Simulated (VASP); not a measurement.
Crystal: Li2Bi.

```
Li Bi
1.0
     4.78927    0.00000    0.00000
    -2.39464    4.14764    0.00000
     0.00000    0.00000    3.02751
Li Bi
2 1
Direct
  0.33330 0.66670 0.50000
  0.66660 0.33330 0.50000
  0.00000 0.00000 0.00000
```

* Program: VASP 6.6.1
* Task: relaxation of cell and atoms
* Functional: PBE
* Potentials or basis: VASP PAW PBE potentials, release 64 (Li_sv, Bi_d)
* Cutoff: 600 eV
* k mesh: 6 × 6 × 8
* Occupations: fermi-dirac, width 0.0229 eV
* Spin: no spin polarisation

At the start: pressure 4.4 GPa; volume 20.05 Å³/atom.

Q: Where does the relaxation end?

A: Over 6 steps the energy falls by 103.5 meV/atom and the volume is 20.91 Å³/atom (+4.3 %); space group P6/mmm (No. 191, to 0.05 Å).

Step by step:
| step | energy change (eV) | largest force (eV/Å) | pressure (GPa) | volume (Å³) |
| --- | --- | --- | --- | --- |
| 1 | 0.0000 | 0.0004 | 4.37 | 60.14 |
| 2 | -0.3038 | 0.0004 | -1.01 | 64.72 |
| 3 | -0.3061 | 0.0004 | -0.65 | 64.26 |
| 4 | -0.3061 | 0.0004 | -0.72 | 64.34 |
| 5 | -0.3095 | 0.0003 | -0.40 | 63.52 |
| 6 | -0.3106 | 0.0003 | -0.07 | 62.72 |

Final structure:
```cif
data_structure
_symmetry_space_group_name_H-M 'P 1'
_symmetry_Int_Tables_number 1
_cell_length_a 4.6683
_cell_length_b 4.6685
_cell_length_c 3.3230
_cell_angle_alpha 90.000
_cell_angle_beta 90.000
_cell_angle_gamma 119.999
_cell_volume 62.72
loop_
_atom_site_label
_atom_site_type_symbol
_atom_site_fract_x
_atom_site_fract_y
_atom_site_fract_z
_atom_site_occupancy
Li1 Li 0.33330 0.66669 0.50000 1
Li2 Li 0.66661 0.33331 0.50000 1
Bi1 Bi 0.99999 0.00000 0.00000 1
```

Caveat: the cutoff is under 1.25 times the usual one of these potentials, so pressure, stress and relaxed cells hold a basis-set (Pulay) error.
